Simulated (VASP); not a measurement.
InGaAs2: single point with r2SCAN

The system is InGaAs2.

```xyz
4
Lattice="4.1325 0.0000 0.0000 0.0000 4.1325 0.0000 0.0000 0.0000 6.0407" Properties=species:S:1:pos:R:3 pbc="T T T"
In    0.0000    0.0000    3.0204
Ga    2.0663    2.0663    0.0000
As    2.0663    0.0000    4.6506
As    0.0000    2.0663    1.3902
```

This cell differs from its parent crystal: uniaxial strain along c: +2.0 %.

- Program: VASP 6.6.1
- Task: single point
- Functional: r2SCAN
- Potentials or basis: VASP PAW PBE potentials, release 64 (In_d, Ga_d, As)
- Cutoff: 520 eV
- k mesh: 8 × 8 × 6
- Occupations: gaussian, width 0.01 eV
- Spin: no spin polarisation

```yaml
Pressure: -0.6 GPa
Largest_force: 0.015 eV/Å
Band_gap_on_the_k_mesh: 0.18 eV
```

Forces on the atoms (eV/Å):
```
In   0.000  0.000  0.000
Ga   0.000  0.000  0.000
As   0.000  0.000 -0.015
As   0.000  0.000  0.015
```

Stress tensor (GPa, compression positive):
```
-0.18  0.00  0.00
 0.00 -0.18  0.00
 0.00  0.00 -1.55
```

Levels at points of the mesh, in eV from the valence-band top:
```tsv
k point	band 14	band 15	band 16	band 17	band 18	band 19	band 20	band 21	band 22	band 23
(0.00, 0.00, 0.00)	-2.51	-2.51	-0.29	0.00	0.00	0.18	1.89	2.26	4.06	4.06
(0.50, 0.00, 0.00)	-5.10	-3.36	-3.08	-1.43	-0.79	2.42	3.51	5.16	5.19	5.60
(0.50, 0.50, 0.00)	-5.84	-2.80	-2.62	-2.62	-2.44	1.68	1.68	1.80	2.14	9.82
(0.00, 0.00, 0.50)	-4.04	-1.89	-1.89	-1.19	-1.19	2.26	2.35	3.14	3.58	6.47
(0.50, 0.00, 0.50)	-6.07	-1.40	-1.26	-1.24	-0.71	0.86	1.35	4.46	4.97	5.09
(0.50, 0.50, 0.50)	-5.59	-3.32	-3.27	-3.13	-3.13	4.33	4.40	4.55	4.55	5.20
```

Wall time 6.4 min on 1 thread of Intel(R) Xeon(R) Platinum 8259CL CPU @ 2.50GHz (Skylake/Cascade Lake), with other jobs on the host, peak memory 0.34 GiB.

Caveat: the cell differs from its parent crystal (uniaxial strain along c: +2.0 %); semilocal functionals underestimate gaps, and a narrow one can read as zero; the PAW data sets were made with another functional, which shifts forces and pressure a little; spin-orbit coupling is left out, which moves the levels of the heavy elements.
